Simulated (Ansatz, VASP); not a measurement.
## Two plane-wave programs on Ir

```xyz
1
Lattice="0.0000 1.9677 1.8237 1.9677 0.0000 1.8237 1.9677 1.9677 0.0000" Properties=species:S:1:pos:R:3 pbc="T T T"
Ir    0.0000    0.0000    0.0000
```

Change from the starting cell: strain +0.025 along x and y, -0.050 along z, atoms carried along.

Alike in both runs: task single point; functional PBEsol; k mesh 22 × 22 × 22; occupations gaussian, width 0.15 eV; no spin polarisation.

|  | VASP | Ansatz |
| --- | --- | --- |
| version | VASP 6.6.1 | Ansatz 0.2.0 |
| potentials or method | VASP PAW PBE potentials, release 64 (Ir), cutoff 520 eV | scalar-relativistic, plane waves, PAW |
| valence electrons in the cell | 9 | 17 |

|  | VASP | Ansatz | Ansatz less VASP |
| --- | --- | --- | --- |
| gap on the k mesh at the Fermi level (eV) | none | none | - |
| pressure (GPa) | 0.2 | -0.6 | -0.83 |
| traceless stress, the component that is largest in VASP (GPa) | 17.99 | 18.04 | +0.042 |

VASP's potentials were made for PBE, not for PBEsol. A gap of «none» marks a metal or a gap that the smearing closes. The functional is the same, so the differences come from potentials, cutoffs and numerics. VASP's potentials hold 9 valence electrons a cell and Ansatz's 17, so a difference there can come from the potentials and not from the codes.

Neither program's run includes spin-orbit coupling.
